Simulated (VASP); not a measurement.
A run of VASP 6.6.1:

File INCAR:

```
  ALGO = Normal
  EDIFF = 1E-6
  ENCUT = 520
  GGA = PE
  ISIF = 2
  ISMEAR = 0
  LASPH = True
  LCHARG = False
  LREAL = False
  LWAVE = False
  NBANDS = 25
  NELM = 100
  PREC = Accurate
  SIGMA = 0.05
```

Contents of KPOINTS:

```
k-points
0
Gamma
  6 6 6
```

File POSCAR:

```
SiO2
1.0
   -2.5133692696      2.5133692696      3.5971559037
    2.5133692696     -2.5133692696      3.5971559037
    2.5133692696      2.5133692696     -3.5971559037
Si O
2 4
Direct
    0.0000000000      0.0000000000      0.0000000000
    0.7500000000      0.2500000000      0.5000000000
    0.9670112602      0.6250000000      0.8420112602
    0.3750000000      0.2170112602      0.3420112602
    0.7829887398      0.1250000000      0.1579887398
    0.8750000000      0.0329887398      0.6579887398
```

Potentials or basis: VASP PAW PBE potentials, release 64 (Si, O).

Run with:

```bash
$ cat potpaw_PBE.64/Si/POTCAR potpaw_PBE.64/O/POTCAR > POTCAR
$ mpirun -np 1 vasp_std > vasp.out
```

Hardware: 1 thread of AMD EPYC 9R45 96-Core Processor (Zen 5) (shared host).

How long does it take, and how much memory?

It took 46 s on 1 thread of AMD EPYC 9R45 96-Core Processor (Zen 5), with other jobs on the host, peak memory 0.21 GiB. Counts: scf iterations 14, k points 30.
